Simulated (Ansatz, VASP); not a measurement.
One calculation of CoO, two programs

INCAR

```
PREC = Accurate
ENCUT = 700
EDIFF = 1E-6
ISMEAR = -1
SIGMA = 0.05
LREAL = False
LASPH = True
NELM = 200
ALGO = Normal
ISIF = 2
LWAVE = False
LCHARG = False
ISPIN = 2
MAGMOM = 2 0
LORBIT = 11
LMAXMIX = 4
GGA = PE
NBANDS = 22
GGA_COMPAT = False
```

File KPOINTS:

```
regular mesh
0
Gamma
  11 11 11
```

Contents of POSCAR:

```
CoO
1.0
    1.5154398320      0.8749395950      2.4560858334
   -1.5154398320      0.8749395950      2.4560858334
    0.0000000000     -1.7498791900      2.4560858334
Co O
1 1
Direct
    0.0000000000      0.0000000000      0.0000000000
    0.5000000000      0.5000000000      0.5000000000
```

Contents of input.yaml:

```yaml
crystal:
  lattice:
    - [1.515439832, 0.874939595, 2.4560858334]
    - [-1.515439832, 0.874939595, 2.4560858334]
    - [0.0, -1.74987919, 2.4560858334]
  atoms:
    - { symbol: Co, position: [0.0, 0.0, 0.0], spin: 2.0 }
    - { symbol: O, position: [0.5, 0.5, 0.5] }
hamiltonian:
  xc: pbe
  pseudopotentials: { kind: paw }
magnetization:
  spin_polarized: true
kpoints:
  mp_grid: { grid: [11, 11, 11] }
scf:
  occupations: { method: fermi_dirac, width: 0.05 }
output:
  forces: true
  stress: true
  eigenvalues: true
```

Alike in both runs: task single point; functional PBE; k mesh 11 × 11 × 11; occupations fermi-dirac, width 0.05 eV; collinear spin.

|  | VASP | Ansatz |
| --- | --- | --- |
| version | VASP 6.6.1 | Ansatz 0.2.0 |
| potentials or method | VASP PAW PBE potentials, release 64 (Co_sv, O) | Ansatz PAW |
| plane-wave cutoff (eV) | 700 | 420 |
| valence electrons in the cell | 23 | 23 |

|  | VASP | Ansatz | Ansatz less VASP |
| --- | --- | --- | --- |
| gap on the k mesh at the Fermi level (eV) | none | none | - |
| pressure (GPa) | -4.3 | -3.3 | +1.06 |
| traceless stress, the component that is largest in VASP (GPa) | -0.27 | -0.25 | +0.021 |
| net moment per atom (μB) | 1.47 | 1.47 | +0.002 |
| size of the moment on the site where the two differ most (μB) | 2.53 | 2.51 | -0.027 |

Site moments also hang on the region over which each program counts them. A gap of «none» marks a metal or a gap that the smearing closes. The functional is the same, so the differences come from potentials, cutoffs and numerics.
